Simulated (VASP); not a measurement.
# Si16O (a cell with a defect) in VASP: notebook, part 2 of 2

VASP 6.6.1. The steps go on from the part before.

### Step 3. Single point, PBE, collinear spin, zero start

Input file INCAR:

```
SYSTEM = Si16O
PREC = Accurate ; ENCUT = 520
EDIFF = 1E-7 ; ISMEAR = -1
SIGMA = 0.05 ; LREAL = Auto
LASPH = .True. ; NELM = 150
ALGO = Normal ; ISIF = 2
LWAVE = .False. ; LCHARG = .False.
ISPIN = 2 ; MAGMOM = 0 0 0 0 0 0 0 0 0 0 0 0 0 0 0 0 0
LORBIT = 11 ; GGA = PE
NBANDS = 53
```

Input file KPOINTS:

```
regular mesh
0
Gamma
  2 2 2
  0 0 0
```

Input file POSCAR:

```
Si16O
1.0
    0.0000000000      5.4300000000      5.4300000000
    5.4300000000      0.0000000000      5.4300000000
    5.4300000000      5.4300000000      0.0000000000
Si O
16 1
Direct
    0.0009854512     -0.0013191529     -0.0101167587
    0.0987827808      0.1766133517      0.0864741252
    0.0390952118     -0.0018745856      0.4524920810
    0.1471313076      0.1044686924      0.6136095764
   -0.0737478821      0.5521839779      0.0028066298
    0.1106988029      0.6239860958      0.1176348987
    0.0113590239      0.4783940147      0.4920908840
    0.1025217311      0.6250830571      0.6287033149
    0.4603988950     -0.0190386740      0.0545946593
    0.6234779006      0.1177987109      0.1181410681
    0.5212978821     -0.0320954880      0.4858518416
    0.6673259669      0.1037138122      0.5701497238
    0.4850325046      0.4886266114      0.0108525783
    0.5501438306      0.6115156538      0.1948860037
    0.4731199816      0.4544034070      0.5631023020
    0.6357257827      0.5923672192      0.6355042357
    0.6514563536      0.9585677716      0.8166569061
```

Potentials or basis: VASP PAW PBE potentials, release 64 (Si, O).

On the command line:

```bash
$ cat potpaw_PBE.64/Si/POTCAR potpaw_PBE.64/O/POTCAR > POTCAR
$ mpirun -np 1 vasp_std > vasp.out
```

It took 11 min on 1 thread of AMD EPYC 9R14 (Zen 4), shared host; peak memory 0.68 GiB.

Results (log left out):

```yaml
Free_energy: -92.1697 eV
Pressure: 3.7 GPa
Largest_force: 1.750 eV/Å
Band_gap_on_the_k_mesh: 0.21 eV
Net_moment: 0.00 μB per cell
Valence_electrons_inside_the_program's_atomic_spheres: Si 1.68, 1.69, 1.70, 1.66, 1.67, 1.72, 1.71 (each value once); O 5.18
```

Forces in eV/Å, atoms in the order of the input:
```
Si   0.018 -0.240 -0.045
Si  -0.600  0.375  0.092
Si   0.113 -0.158 -0.073
Si   0.001 -0.167 -0.102
Si  -0.416  0.387 -0.098
Si   0.147 -0.064 -0.071
Si   0.187 -0.090 -0.027
Si   0.080  0.024  0.000
Si  -0.434 -0.594  0.588
Si   0.117  0.177 -0.202
Si   0.183 -0.097  0.031
Si  -0.020 -0.318  0.286
Si   0.230 -0.083  0.108
Si  -0.467  0.113  0.395
Si   0.043 -0.238  0.330
Si   0.144 -0.088  0.005
O    0.675  1.059 -1.219
```

Stress tensor (GPa, compression positive):
```
 3.43  1.89 -0.37
 1.89  4.20 -1.80
-0.37 -1.80  3.55
```

Levels at points of the mesh, in eV from the valence-band top:
Spin up:
```tsv
k point	band 32	band 33	band 34	band 35	band 36	band 37	band 38	band 39
(0.00, 0.00, 0.00)	-1.10	-0.58	-0.36	-0.25	0.21	0.52	0.58	0.75
(0.50, 0.00, 0.00)	-1.41	-1.07	-0.83	-0.76	0.90	1.11	1.22	1.46
(0.00, 0.50, 0.00)	-1.38	-0.99	-0.95	-0.79	0.93	1.09	1.26	1.40
(0.00, 0.00, 0.50)	-1.01	-0.97	-0.85	0.00	0.73	1.02	1.30	1.37
(0.50, 0.50, 0.50)	-1.40	-1.11	-0.89	-0.66	1.07	1.21	1.27	1.31
(0.50, 0.50, 0.00)	-1.55	-1.52	-1.36	-0.91	1.06	1.30	1.94	2.02
(0.00, 0.50, 0.50)	-1.64	-1.53	-1.39	-0.41	1.02	1.18	1.91	2.09
(0.50, 0.00, 0.50)	-1.56	-1.49	-1.46	-0.53	1.06	1.20	1.94	2.12
```
Spin down:
| k point | band 31 | band 32 | band 33 | band 34 | band 35 | band 36 | band 37 | band 38 | band 39 | band 40 |
| --- | --- | --- | --- | --- | --- | --- | --- | --- | --- | --- |
| (0.00, 0.00, 0.00) | -1.14 | -1.10 | -0.58 | -0.36 | -0.25 | 0.21 | 0.52 | 0.58 | 0.75 | 0.87 |
| (0.50, 0.00, 0.00) | -1.54 | -1.41 | -1.07 | -0.83 | -0.76 | 0.90 | 1.11 | 1.22 | 1.46 | 1.68 |
| (0.00, 0.50, 0.00) | -1.63 | -1.38 | -0.99 | -0.95 | -0.79 | 0.93 | 1.09 | 1.26 | 1.40 | 1.60 |
| (0.00, 0.00, 0.50) | -1.54 | -1.01 | -0.97 | -0.85 | 0.00 | 0.73 | 1.02 | 1.30 | 1.37 | 1.41 |
| (0.50, 0.50, 0.50) | -1.51 | -1.40 | -1.11 | -0.89 | -0.66 | 1.07 | 1.21 | 1.27 | 1.31 | 1.36 |
| (0.50, 0.50, 0.00) | -1.74 | -1.55 | -1.52 | -1.36 | -0.91 | 1.06 | 1.30 | 1.94 | 2.02 | 2.25 |
| (0.00, 0.50, 0.50) | -1.65 | -1.64 | -1.53 | -1.39 | -0.41 | 1.02 | 1.18 | 1.91 | 2.09 | 2.20 |
| (0.50, 0.00, 0.50) | -1.66 | -1.56 | -1.49 | -1.46 | -0.53 | 1.06 | 1.20 | 1.94 | 2.12 | 2.16 |

Caveat: the k points lie up to 0.50 Å⁻¹ apart.

### Step 4. Single point, PBE, collinear spin, zero start

Input file INCAR:

```
SYSTEM = Si16O
PREC = Accurate ; ENCUT = 520
EDIFF = 1E-7 ; ISMEAR = -1
SIGMA = 0.05 ; LREAL = Auto
LASPH = .TRUE. ; NELM = 150
ALGO = Normal ; ISIF = 2
LWAVE = .FALSE. ; LCHARG = .TRUE.
ISPIN = 2 ; MAGMOM = 0 0 0 0 0 0 0 0 0 0 0 0 0 0 0 0 0
LORBIT = 11 ; GGA = PE
LELF = .TRUE. ; LVHAR = .TRUE.
NBANDS = 53
```

Input file KPOINTS:

```
Automatic mesh
0
G
  2 2 2
  0 0 0
```

Input file POSCAR:

```
Si16O
1.0
    0.0000000000      5.4300000000      5.4300000000
    5.4300000000      0.0000000000      5.4300000000
    5.4300000000      5.4300000000      0.0000000000
Si O
16 1
Direct
   -0.0094835175     -0.0067551565     -0.0119553407
    0.0374566298      0.1375542357      0.1648354512
    0.0253385820     -0.0428971455      0.5212671271
    0.1736132597      0.0911121547      0.6100773481
   -0.0448228361      0.5108574586      0.0042279926
    0.1123858195      0.6175911602      0.1140200737
    0.0164567219      0.4640484346      0.4876876611
    0.1226888582      0.5895249540      0.6303140884
    0.4118934622      0.0127282689      0.0430844383
    0.6135486188      0.1108823204      0.1180443831
    0.5456274401     -0.0322029466      0.4894471455
    0.5668924494      0.1266079190      0.6678038674
    0.4871388582      0.4869066298     -0.0010163904
    0.5796182320      0.6374648250      0.1298349908
    0.4897779926      0.4929383978      0.5023776243
    0.6419048803      0.5929347145      0.6246702578
    0.7958308471      1.0244531308      0.7172903315
```

On the command line:

```bash
$ cat potpaw_PBE.64/Si/POTCAR potpaw_PBE.64/O/POTCAR > POTCAR
$ mpirun -np 1 vasp_std > vasp.out
```

It took 11 min on 1 thread of AMD EPYC 9R14 (Zen 4), shared host; peak memory 0.68 GiB.

It converged, with:

```yaml
Free_energy: -92.5632 eV
Pressure: 3.2 GPa
Largest_force: 0.643 eV/Å
Band_gap_on_the_k_mesh: 0.50 eV
Net_moment: 0.00 μB per cell
Valence_electrons_inside_the_program's_atomic_spheres: Si 1.67, 1.70, 1.68, 1.69, 1.72, 1.71 (each value once); O 5.14
```

Forces in eV/Å, atoms in the order of the input:
```
Si   0.056 -0.065 -0.093
Si  -0.167  0.196  0.021
Si   0.133 -0.008  0.213
Si   0.155  0.068 -0.124
Si  -0.068  0.125  0.034
Si   0.059  0.062 -0.005
Si   0.099 -0.014  0.038
Si   0.179 -0.211 -0.092
Si  -0.163  0.099  0.148
Si   0.063 -0.044 -0.095
Si   0.131 -0.006  0.040
Si   0.149  0.173 -0.237
Si  -0.024  0.039  0.000
Si  -0.035 -0.029  0.053
Si  -0.233  0.105  0.033
Si   0.144 -0.080 -0.070
O   -0.478 -0.408  0.137
```

Stress tensor (GPa, compression positive):
```
 2.95 -1.54 -0.75
-1.54  2.97  1.12
-0.75  1.12  3.70
```

Levels at points of the mesh, in eV from the valence-band top:
Spin up:
| k point | band 32 | band 33 | band 34 | band 35 | band 36 | band 37 | band 38 | band 39 |
| --- | --- | --- | --- | --- | --- | --- | --- | --- |
| (0.00, 0.00, 0.00) | -0.87 | -0.33 | -0.07 | 0.00 | 0.50 | 0.77 | 0.80 | 0.99 |
| (0.50, 0.00, 0.00) | -0.87 | -0.70 | -0.59 | -0.13 | 1.17 | 1.35 | 1.55 | 1.63 |
| (0.00, 0.50, 0.00) | -1.18 | -0.76 | -0.65 | -0.59 | 1.17 | 1.39 | 1.53 | 1.68 |
| (0.00, 0.00, 0.50) | -1.22 | -0.84 | -0.61 | -0.48 | 1.26 | 1.37 | 1.60 | 1.69 |
| (0.50, 0.50, 0.50) | -1.23 | -0.79 | -0.62 | -0.49 | 1.29 | 1.42 | 1.55 | 1.66 |
| (0.50, 0.50, 0.00) | -1.37 | -1.32 | -1.03 | -0.92 | 1.51 | 1.52 | 2.20 | 2.42 |
| (0.00, 0.50, 0.50) | -1.43 | -1.19 | -1.11 | -0.76 | 1.31 | 1.46 | 2.28 | 2.36 |
| (0.50, 0.00, 0.50) | -1.36 | -1.23 | -1.08 | -0.55 | 1.26 | 1.47 | 2.25 | 2.36 |
Spin down:
```
           k point  band 32  band 33  band 34  band 35  band 36  band 37  band 38  band 39
(0.00, 0.00, 0.00)    -0.87    -0.33    -0.07     0.00     0.50     0.77     0.80     0.99
(0.50, 0.00, 0.00)    -0.87    -0.70    -0.59    -0.13     1.17     1.35     1.55     1.63
(0.00, 0.50, 0.00)    -1.18    -0.76    -0.65    -0.59     1.17     1.39     1.53     1.68
(0.00, 0.00, 0.50)    -1.22    -0.84    -0.61    -0.48     1.26     1.37     1.60     1.69
(0.50, 0.50, 0.50)    -1.23    -0.79    -0.62    -0.49     1.29     1.42     1.55     1.66
(0.50, 0.50, 0.00)    -1.37    -1.32    -1.03    -0.92     1.51     1.52     2.20     2.42
(0.00, 0.50, 0.50)    -1.43    -1.19    -1.11    -0.76     1.31     1.46     2.28     2.36
(0.50, 0.00, 0.50)    -1.36    -1.23    -1.08    -0.55     1.26     1.47     2.25     2.36
```

Caveat: the k points lie up to 0.50 Å⁻¹ apart.

### Step 5. Overview

| cell | gap on the mesh (eV) | pressure (GPa) | moment (μB) | largest force (eV/Å) |
| --- | --- | --- | --- | --- |
| as given, atomic positions A | 0.39 | 4.6 | 0.00 | 1.72 |
| as given, atomic positions B | 0.21 | 3.7 | 0.00 | 1.75 |
| as given, atomic positions C | 0.50 | 3.2 | 0.00 | 0.64 |

Alike in all rows: task single point; level PBE; potentials or basis VASP PAW PBE potentials, release 64 (Si, O); spin collinear, zero start; k mesh 2 × 2 × 2; cutoff (eV) 520; smearing fermi-dirac 0.05 eV.

Caveats: all runs use coarse meshes.

Absolute energies hang on the potentials; compare differences alone.
